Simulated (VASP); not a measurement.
A run of VASP 6.6.1 is set up as follows.

The input INCAR:

```
SYSTEM = Si3C4
  PREC = Accurate
  ENCUT = 520
  EDIFF = 1E-6
  ISMEAR = 0
  SIGMA = 0.05
  LREAL = .False.
  LASPH = .True.
  NELM = 150
  ALGO = Normal
  ISIF = 2
  LWAVE = .False.
  LCHARG = .False.
  ISPIN = 2
  MAGMOM = 0 0 0 2 0 0 0
  LORBIT = 11
  LDIPOL = .True.
  IDIPOL = 3
  DIPOL = 0.5 0.5 0.346
  GGA = PE
  NBANDS = 27
```

KPOINTS

```
Automatic mesh
0
Gamma
  9 9 1
  0 0 0
```

File POSCAR:

```
Si3C4
1.0
    3.0967390168      0.0000000000      0.0000000000
    0.0000000000      3.0967390168      0.0000000000
    0.0000000000      0.0000000000     20.9699133985
C Si
4 3
Direct
    0.0000000000      0.5000000000      0.1907494764
    0.5000000000      0.0000000000      0.2951717082
    0.0000000000      0.5000000000      0.3986724483
    0.5000000000      1.0000000000      0.4961996107
    0.5000000000      0.5000000000      0.2429605923
    0.0000000000      0.0000000000      0.3461922397
    0.5000000000      0.5000000000      0.4515952555
```

Potentials or basis: VASP PAW PBE potentials, release 64 (C, Si).

Run with:

```bash
$ cat potpaw_PBE.64/C/POTCAR potpaw_PBE.64/Si/POTCAR > POTCAR
$ mpirun -np 1 vasp_std > vasp.out
```

Predict the net moment.

0.96 μB per cell.

What does it give for the site moments?

C +0.02, +0.01, +0.06, +0.40; Si -0.00, +0.01 μB.

Predict the largest force.

2.074 eV/Å.

Forces on the atoms (eV/Å):
```
C    0.000  0.000  1.974
C    0.000  0.000 -0.008
C    0.000  0.000 -0.456
C    0.000  0.000 -0.035
Si   0.000  0.000 -2.074
Si   0.000  0.000  0.212
Si   0.000  0.000  0.387
```
